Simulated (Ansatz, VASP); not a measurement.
# One calculation of V, two programs

```
V
1.0
     4.45963    0.00000    0.00000
    -2.22981    3.86215    0.00000
     0.00000    0.00000    2.38304
V
3
Direct
  0.00000 0.00000 0.00000
  0.33333 0.66667 0.50000
  0.66667 0.33333 0.50000
```

Alike in both runs: task single point; functional PBEsol; k mesh 9 × 9 × 15; occupations fermi-dirac, width 0.1 eV; no spin polarisation.

|  | VASP | Ansatz |
| --- | --- | --- |
| version | VASP 6.6.1 | Ansatz 0.2.0 |
| potentials or method | VASP PAW PBE potentials, release 64 (V_sv), cutoff 520 eV | plane waves (420 eV) with PAW, scalar-relativistic |
| valence electrons in the cell | 39 | 39 |

|  | VASP | Ansatz | Ansatz less VASP |
| --- | --- | --- | --- |
| pressure (GPa) | -6.8 | -7.1 | -0.27 |
| traceless stress, the component that is largest in VASP (GPa) | 0.11 | -0.04 | -0.150 |

VASP's potentials were made for PBE, not for PBEsol, and Ansatz warns of the same on its side.
